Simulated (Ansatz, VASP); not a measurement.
**One calculation of Mo, two programs**

```xyz
1
Lattice="-1.5749 1.5749 1.5749 1.5749 -1.5749 1.5749 1.5749 1.5749 -1.5749" Properties=species:S:1:pos:R:3 pbc="T T T"
Mo    0.0000    0.0000    0.0000
```

Alike in both runs: task relaxation of cell and atoms; functional r2SCAN; k mesh 16 × 16 × 16; occupations fermi-dirac, width 0.15 eV; no spin polarisation.

|  | VASP | Ansatz |
| --- | --- | --- |
| version | VASP 6.6.1 | Ansatz 0.2.0 |
| potentials or method | VASP PAW PBE potentials, release 64 (Mo_sv), cutoff 600 eV | scalar-relativistic, plane waves, PAW |
| valence electrons in the cell | 14 | 14 |

```tsv
	VASP	Ansatz	Ansatz less VASP
gap on the k mesh at the Fermi level, each at its own relaxed structure (eV)	none	none	-
relaxed volume (Å³/atom)	15.70	15.64	-0.058
relaxed cell length with the largest relative difference (Å)	2.732	2.729	-0.0034
```

VASP's potentials were made for PBE, not for r2SCAN. A gap of «none» marks a metal or a gap that the smearing closes.
